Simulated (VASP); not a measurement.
Here is a VASP 6.6.1 calculation.

INCAR

```
PREC = Accurate
ENCUT = 600
EDIFF = 1E-6
ISMEAR = -1
SIGMA = 0.08
LREAL = False
LASPH = True
NELM = 60
ALGO = Normal
ISIF = 3
LWAVE = False
LCHARG = False
GGA = PE
IBRION = 2
NSW = 60
EDIFFG = -0.005
PSTRESS = 16.0
```

File KPOINTS:

```
Automatic mesh
0
Gamma
  12 12 12
```

POSCAR

```
Te
1.0
    3.1055015906      0.0000000000      0.0000000000
    0.0000000000      3.1055015906      0.0000000000
    0.0000000000      0.0000000000      3.1055015906
Te
1
Direct
    0.0000000000      0.0000000000      0.0000000000
```

Potentials or basis: VASP PAW PBE potentials, release 64 (Te).

The run is started by

```bash
$ cat potpaw_PBE.64/Te/POTCAR > POTCAR
$ mpirun -np 1 vasp_std > vasp.out
```

**Question.** Estimate the space group after relaxing (to 0.1 Å).

**Answer.** Pm-3m (No. 221).

**Question.** Predict the relaxed cell.

**Answer.** a = 3.171 Å, b = 3.171 Å, c = 3.171 Å, α = 90.00°, β = 90.00°, γ = 90.00°.

Step by step:
| step | energy change (eV) | largest force (eV/Å) | pressure (GPa) | volume (Å³) |
| --- | --- | --- | --- | --- |
| 1 | 0.0000 | 0.0000 | 5.78 | 29.95 |
| 2 | -0.0452 | 0.0000 | -0.95 | 33.47 |
| 3 | -0.0427 | 0.0000 | 1.59 | 31.87 |

Caveat: the cell is relaxed towards a set pressure, so the run minimises the enthalpy, not the energy.
